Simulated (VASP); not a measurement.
# Li2SiS3 (P6/mmm) in VASP: a series of runs, part 2 of 2

VASP 6.6.1. The steps go on from the part before.

## Step 3: Relaxation of cell and atoms, PBE

The input, INCAR:

```
SYSTEM = Li2SiS3
PREC = Accurate ; ENCUT = 600
EDIFF = 1E-6 ; ISMEAR = 0
SIGMA = 0.1 ; LREAL = .FALSE.
LASPH = .TRUE. ; NELM = 100
ALGO = Normal ; ISIF = 3
LWAVE = .FALSE. ; LCHARG = .FALSE.
GGA = PE ; IBRION = 2
NSW = 100 ; EDIFFG = -0.01
```

The input, KPOINTS:

```
Automatic mesh
0
G
  12 12 10
  0 0 0
```

The input, POSCAR:

```
Li2SiS3
1.0
    5.5960319423      0.0000000000      0.0000000000
   -2.7980159711      4.8463058224      0.0000000000
    0.0000000000      0.0000000000      3.8432045909
Li Si S
2 1 3
Direct
    0.3333333333      0.6666666667      0.0000000000
    0.6666666667      0.3333333333      0.0000000000
    0.0000000000      0.0000000000      0.5000000000
    0.5000000000      0.0000000000      0.5000000000
    0.0000000000      0.5000000000      0.5000000000
    0.5000000000      0.5000000000      0.5000000000
```

Potentials or basis: VASP PAW PBE potentials, release 64 (Li_sv, Si, S).

On the command line:

```console
$ cat potpaw_PBE.64/Li_sv/POTCAR potpaw_PBE.64/Si/POTCAR potpaw_PBE.64/S/POTCAR > POTCAR
$ mpirun -np 1 vasp_std > vasp.out
```

OUTCAR:

```text
SYSTEM = Li2SiS3
   PREC = Accurate
   ENCUT = 600
   EDIFF = 1E-6
   ISMEAR = 0
   LREAL = .FALSE.
   LASPH = .TRUE.
   NELM = 100
   ISIF = 3
   GGA = PE
   IBRION = 2
   NSW = 100
   EDIFFG = -0.01

 ion  position               nearest neighbor table
   1  0.333  0.667  0.000-   4 2.51   4 2.51   5 2.51   5 2.51   6 2.51   6 2.51
   2  0.667  0.333  0.000-   4 2.51   4 2.51   5 2.51   5 2.51   6 2.51   6 2.51
   3  0.000  0.000  0.500-   5 2.80   5 2.80   4 2.80   4 2.80   6 2.80   6 2.80
   4  0.500  0.000  0.500-   1 2.51   2 2.51   1 2.51   2 2.51   3 2.80   3 2.80
   5  0.000  0.500  0.500-   1 2.51   2 2.51   1 2.51   2 2.51   3 2.80   3 2.80
   6  0.500  0.500  0.500-   1 2.51   2 2.51   1 2.51   2 2.51   3 2.80   3 2.80

  LATTYP: Found a hexagonal cell.
 ALAT       =     5.5960319423
 C/A-ratio  =     0.6867731690

  Lattice vectors:

 A1 = (   5.5960319423,   0.0000000000,   0.0000000000)
 A2 = (  -2.7980159711,   4.8463058224,   0.0000000000)
 A3 = (   0.0000000000,   0.0000000000,   3.8432045909)

Analysis of symmetry for initial positions (statically):
=====================================================================
 Subroutine PRICEL returns:
 Original cell was already a primitive cell.

 Routine SETGRP: Setting up the symmetry group for a
 hexagonal supercell.

 Subroutine GETGRP returns: Found 24 space group operations
 (whereof 24 operations were pure point group operations)
 out of a pool of 24 trial point group operations.

The static configuration has the point symmetry D_6h.

Analysis of symmetry for dynamics (positions and initial velocities):
=====================================================================
 Subroutine PRICEL returns:
 Original cell was already a primitive cell.

 Routine SETGRP: Setting up the symmetry group for a
 hexagonal supercell.

 Subroutine GETGRP returns: Found 24 space group operations
 (whereof 24 operations were pure point group operations)
 out of a pool of 24 trial point group operations.

The dynamic configuration has the point symmetry D_6h.

 Subroutine INISYM returns: Found 24 space group operations
 (whereof 24 operations are pure point group operations),
 and found     1 'primitive' translations

----------------------------------------------------------------------------------------

                                     Primitive cell

  volume of cell :     104.2280

  direct lattice vectors                    reciprocal lattice vectors
     5.596031942  0.000000000  0.000000000     0.178698051  0.103171368  0.000000000
    -2.798015971  4.846305822  0.000000000     0.000000000  0.206342735  0.000000000
     0.000000000  0.000000000  3.843204591     0.000000000  0.000000000  0.260199523

  length of vectors
     5.596031942  5.596031942  3.843204591     0.206342735  0.206342735  0.260199523

  position of ions in fractional coordinates (direct lattice)
     0.333333333  0.666666667  0.000000000
     0.666666667  0.333333333  0.000000000
     0.000000000  0.000000000  0.500000000
     0.500000000  0.000000000  0.500000000
     0.000000000  0.500000000  0.500000000
     0.500000000  0.500000000  0.500000000

[... 38 lines left out ...]
  0.083333  0.000000  0.000000      6.000000
  0.166667 -0.000000  0.000000      6.000000
  0.250000 -0.000000  0.000000      6.000000
  0.333333 -0.000000  0.000000      6.000000
  0.416667 -0.000000  0.000000      6.000000
[... 16 lines left out ...]
  0.250000 -0.000000  0.100000     12.000000
  0.333333 -0.000000  0.100000     12.000000
 [... further k-points ...]
   k-points           NKPTS =    114   k-points in BZ     NKDIM =    114   number of bands    NBANDS=     18
   number of dos      NEDOS =    301   number of ions     NIONS =      6
   total plane-waves  NPLWV =  73728
   dimension x,y,z NGX =    48 NGY =   48 NGZ =   32
   dimension x,y,z NGXF=    96 NGYF=   96 NGZF=   64
   ions per type =               2   1   3
   NGX,Y,Z   is equivalent  to a cutoff of  14.26, 14.26, 13.84 a.u.
   NGXF,Y,Z  is equivalent  to a cutoff of  28.52, 28.52, 27.68 a.u.
 SYSTEM =  Li2SiS3
   PREC   = accura    normal or accurate (medium, high low for compatibility)
   ISTART =      0    job   : 0-new  1-cont  2-samecut
   ICHARG =      2    charge: 1-file 2-atom 10-const
   ISPIN  =      1    spin polarized calculation?
   LNONCOLLINEAR =      F non collinear calculations
   LSORBIT =      F    spin-orbit coupling
   LASPH  =      T    aspherical Exc in radial PAW
   ENCUT  =  600.0 eV  44.10 Ry    6.64 a.u.  11.18 11.18  7.68*2*pi/ulx,y,z
   NELM   =    100;   NELMIN=  2; NELMDL= -5     # of ELM steps
   EDIFF  = 0.1E-05   stopping-criterion for ELM
   LREAL  =      F    real-space projection
   EDIFFG = -.1E-01   stopping-criterion for IOM
   NSW    =    100    number of steps for IOM
   IBRION =      2    ionic relax: 0-MD 1-quasi-New 2-CG
   NFREE  =      1    steps in history (QN), initial steepest desc. (CG)
   ISIF   =      3    stress and relaxation
   ISYM   =      2    0-nonsym 1-usesym 2-fastsym
   POTIM  = 0.5000    time-step for ionic-motion
   TEBEG  =    0.0;   TEEND  =   0.0 temperature during run
   PSTRESS=    0.0 pullay stress
   NELECT =      28.0000    total number of electrons
   NUPDOWN=      -1.0000    fix difference up-down
   EMIN   =  10.00;   EMAX   =-10.00  energy-range for DOS
   EFERMI =   0.00;   METHOD = LEGACY
   ISMEAR =     0;   SIGMA  =   0.10  broadening in eV -4-tet -1-fermi 0-gaus
   EFERMI_NEDOS =   21; number of points for ismear=-14 and -15
   IALGO  =     38    algorithm
   IMIX   =      4    mixing-type and parameters
     AMIX     =   0.40;   BMIX     =  1.00
     AMIX_MAG =   1.60;   BMIX_MAG =  1.00
  volume/ion in A,a.u.               =      17.37       117.23
  Fermi-wavevector in a.u.,A,eV,Ry     =   1.056329  1.996173 15.181811  1.115832
  Thomas-Fermi vector in A             =   2.191561
   LORBIT       =      0    0 simple, 1 ext, 2 COOP (PROOUT), +10 PAW based schemes
   GGA     = PE    functional components
   LHFCALC =     F    Hartree Fock is set to
   AEXX    =    0.0000 exact exchange contribution
   IVDW    =     0    specifies the selected vdW correction
   LEPSILON=     F    determine dielectric tensor
   LRPA    =     F    only Hartree local field effects (RPA)
 conjugate gradient relaxation of ions
 non-spin polarized calculation
 Gauss-broadening in eV      SIGMA  =   0.10
  energy-cutoff  :      600.00
  volume of cell :      104.23
 maximum number of plane-waves:      3507
 NGX is ok and might be reduce to    48
   NGX = 23   NGY = 23   NGZ = 15

--------------------------------------- Ionic step        1  -------------------------------------------

 number of electron      27.9999995 magnetization

 Free energy of the ion-electron system (eV)
  ---------------------------------------------------
  ext. energy  EPLUGINS =         0.00000000
  ---------------------------------------------------
  free energy    TOTEN  =       -22.59625650 eV

  energy without entropy =      -22.58604849  energy(sigma->0) =      -22.59115250

------------------------ aborting loop because EDIFF is reached ----------------------------------------

  FORCE on cell =-STRESS in cart. coord.  units (eV):
  Direction    XX          YY          ZZ          XY          YZ          ZX
  --------------------------------------------------------------------------------------
  -------------------------------------------------------------------------------------
  Total        0.1004268      0.1004268     -0.1841054      0.0000000     -0.0000000      0.0000000
  in kB        1.5437449      1.5437449     -2.8300407      0.0000000     -0.0000000      0.0000000
  external PRESSURE =       0.0858164 kB  Pullay stress =       0.0000000 kB
[... 67 lines left out ...]
--------------------------------------- Ionic step        3  -------------------------------------------

 number of electron      27.9999994 magnetization

 Free energy of the ion-electron system (eV)
  ---------------------------------------------------
  ext. energy  EPLUGINS =         0.00000000
  ---------------------------------------------------
  free energy    TOTEN  =       -22.59667758 eV

  energy without entropy =      -22.58670690  energy(sigma->0) =      -22.59169224

 E-fermi :   4.5817     XC(G=0):  -9.3317

 val. band max:        4.5638180479   @ k =   0.1667  -0.0000   0.2000
 cond. band min:       4.5859445307   @ k =   0.2500   0.2500   0.0000
 fundamental gap:      0.0221264827
 Fermi energy:         4.5816828584

 k-point     1 :       0.0000    0.0000    0.0000
  band No.  band energies     occupation
      1     -41.1508      2.00000
      2     -41.1454      2.00000
      3     -10.0888      2.00000
      4      -7.1736      2.00000
      5      -7.1736      2.00000
      6      -1.9207      2.00000
[... 481 lines left out ...]
      5      -7.2594      2.00000
      6      -3.0739      2.00000
[... 10 lines left out ...]
     17       6.8758      0.00000
     18       8.6919      0.00000

 [... further k-points ...]
[... 5 lines left out ...]
  --------------------------------------------------------------------------------------
  -------------------------------------------------------------------------------------
  Total       -0.0374729     -0.0374729     -0.0390921     -0.0000000      0.0000000      0.0000000
  in kB       -0.5758787     -0.5758787     -0.6007616     -0.0000000      0.0000000      0.0000000
  external PRESSURE =      -0.5841730 kB  Pullay stress =       0.0000000 kB
[... 21 lines left out ...]
  FREE ENERGIE OF THE ION-ELECTRON SYSTEM (eV)
  ---------------------------------------------------
  free  energy   TOTEN  =       -22.5966775811 eV

  energy  without entropy=      -22.5867068989  energy(sigma->0) =      -22.59169224

 reached required accuracy - stopping structural energy minimisation
```

Wall time 2.9 min (1 thread of Intel Xeon 6975P-C (Granite Rapids), shared host); peak memory 0.42 GiB.

Results:

- Free energy: -22.5967 eV
- Relaxed volume: 17.38 Å³/atom
- Relaxed cell: a = 5.605 Å, b = 5.605 Å, c = 3.832 Å, α = 90.00°, β = 90.00°, γ = 120.00°
- Space group after relaxing (to 0.05 Å): P6/mmm (No. 191)
- Energy gained by relaxing: 0.1 meV/atom
- Ionic steps: 3
- Pressure after relaxing: -0.1 GPa
- Band gap on the k mesh: zero (band 14 reaches 5.85 eV, above the bottom of band 15 at 3.81 eV)

Step by step:
```
step  energy change (eV)  largest force (eV/Å)  pressure (GPa)  volume (Å³)
   1              0.0000                0.0000            0.01       104.23
   2             -0.0003                0.0000           -0.03       104.24
   3             -0.0004                0.0000           -0.06       104.26
```

Final structure:
```
Li Si S
1.0
     5.60498    0.00000    0.00000
    -2.80249    4.85406    0.00000
     0.00000    0.00000    3.83193
Li Si S
2 1 3
Cartesian
  0.0000 3.2360 3.8319
  2.8025 1.6180 0.0000
  -2.8025 4.8541 1.9160
  0.0000 4.8541 1.9160
  -1.4012 2.4270 1.9160
  1.4012 2.4270 1.9160
```

Levels at points of the mesh, in eV from the Fermi level:
```
           k point  band 12  band 13  band 14  band 15  band 16  band 17
(0.00, 0.00, 0.00)    -1.03     0.56     1.19     1.19     2.71     3.06
(0.50, 0.00, 0.00)    -2.25    -1.10    -0.99     0.67     1.27     2.14
(0.00, 0.00, 0.50)    -2.95    -0.03     0.69     1.42     1.42     3.04
(0.50, 0.00, 0.50)    -2.41    -2.36    -0.80    -0.64     1.12     1.46
```

Caveat: the cutoff is under 1.25 times the usual one of these potentials, so pressure, stress and relaxed cells hold a basis-set (Pulay) error.

## Step 4: Single point, PBE

The input, INCAR:

```
ALGO     = Normal         # electronic algorithm
EDIFF    = 1E-6           # SCF threshold, eV
ENCUT    = 520            # plane-wave cutoff, eV
GGA      = PE             # functional
ISIF     = 2              # what is computed and relaxed
ISMEAR   = 0              # smearing method
LASPH    = True           # aspherical terms in the spheres
LCHARG   = False          # write CHGCAR
LREAL    = False          # projectors in reciprocal space
LWAVE    = False          # write WAVECAR
NBANDS   = 23             # bands
NELM     = 100            # most SCF steps
PREC     = Accurate       # precision mode
SIGMA    = 0.1            # smearing width, eV
```

The input, KPOINTS:

```
k-points
0
Gamma
  12 12 10
```

Changes to POSCAR since step 3:

```diff
@@ -2,5 +2,5 @@
 1.0
-    5.5960319423      0.0000000000      0.0000000000
-   -2.7980159711      4.8463058224      0.0000000000
-    0.0000000000      0.0000000000      3.8432045909
+    5.6074837508      0.0000000000      0.0000000000
+   -2.8037418754      4.8562233795      0.0000000000
+    0.0000000000      0.0000000000      3.8333132952
 Li Si S
```

On the command line:

```console
$ cat potpaw_PBE.64/Li_sv/POTCAR potpaw_PBE.64/Si/POTCAR potpaw_PBE.64/S/POTCAR > POTCAR
$ mpirun -np 1 vasp_std > vasp.out
```

Run time: 2 min. Hardware: 1 thread of Intel Xeon 6975P-C (Granite Rapids), shared host; peak memory 0.36 GiB.

It converged, with:

| Item | Value |
| --- | --- |
| Free energy | -22.5967 eV |
| Band gap on the k mesh | zero (band 14 reaches 5.84 eV, above the bottom of band 15 at 3.80 eV) |

Levels at points of the mesh, in eV from the Fermi level:
| k point | band 11 | band 12 | band 13 | band 14 | band 15 | band 16 | band 17 | band 18 |
| --- | --- | --- | --- | --- | --- | --- | --- | --- |
| (0.00, 0.00, 0.00) | -1.03 | -1.03 | 0.56 | 1.19 | 1.19 | 2.71 | 3.06 | 4.88 |
| (0.50, 0.00, 0.00) | -2.54 | -2.25 | -1.10 | -0.99 | 0.67 | 1.27 | 2.14 | 4.00 |
| (0.00, 0.00, 0.50) | -2.94 | -2.94 | -0.03 | 0.69 | 1.42 | 1.42 | 3.04 | 3.04 |
| (0.50, 0.00, 0.50) | -3.11 | -2.41 | -2.35 | -0.80 | -0.64 | 1.12 | 1.46 | 4.64 |

Caveat: the cutoff is under 1.25 times the usual one of these potentials, so pressure, stress and relaxed cells hold a basis-set (Pulay) error.
